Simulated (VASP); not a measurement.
Wanted: the native input for a VASP 6.6.1 run.

```
Task                   : single point
Functional             : PBE
Potentials or basis    : VASP PAW PBE potentials, release 64 (Ta_pv, N)
Cutoff                 : 600 eV
k mesh                 : 12 × 12 × 12
Occupations            : gaussian, width 0.05 eV
Spin                   : collinear spin, ferromagnetic start
Starting moments       : [2.0, 0.0] μB
Dipole correction      : no
Further INCAR settings : ALGO = Normal; EDIFF = 1e-06; NBANDS = 19
```

The structure of TaN lies in POSCAR:

```
TaN
1.0
    0.0000000000      2.3665051011      2.3665051011
    2.3665051011      0.0000000000      2.3665051011
    2.3665051011      2.3665051011      0.0000000000
Ta N
1 1
Direct
    0.0000000000      0.0000000000      0.0000000000
    0.2500000000      0.2500000000      0.2500000000
```

These files were run (other wordings do the same):

INCAR

```
  ALGO = Normal
  EDIFF = 1E-6
  ENCUT = 600
  GGA = PE
  GGA_COMPAT = F
  ISIF = 2
  ISMEAR = 0
  ISPIN = 2
  LASPH = T
  LCHARG = T
  LELF = T
  LMAXMIX = 4
  LORBIT = 11
  LREAL = F
  LVHAR = T
  LWAVE = F
  MAGMOM = 2 0
  NBANDS = 19
  NELM = 200
  PREC = Accurate
  SIGMA = 0.05
```

KPOINTS

```
k-points
0
Gamma
  12 12 12
```

Potentials or basis: VASP PAW PBE potentials, release 64 (Ta_pv, N).

Command:

```sh
$ cat potpaw_PBE.64/Ta_pv/POTCAR potpaw_PBE.64/N/POTCAR > POTCAR
$ mpirun -np 1 vasp_std > vasp.out
```

Results of the run:

The pressure is 4.3 GPa, the band gap on the k mesh is zero (filled and empty bands overlap) and the net moment is 0.00 μB per cell. The valence electrons inside the program's atomic spheres are Ta 8.94; N 3.78.

Caveat: spin-orbit coupling is left out, which moves the levels of the heavy elements.

Wall time 110 s on 1 thread of Intel(R) Xeon(R) Platinum 8375C CPU @ 2.90GHz (Ice Lake) (shared host), peak memory 0.22 GiB.
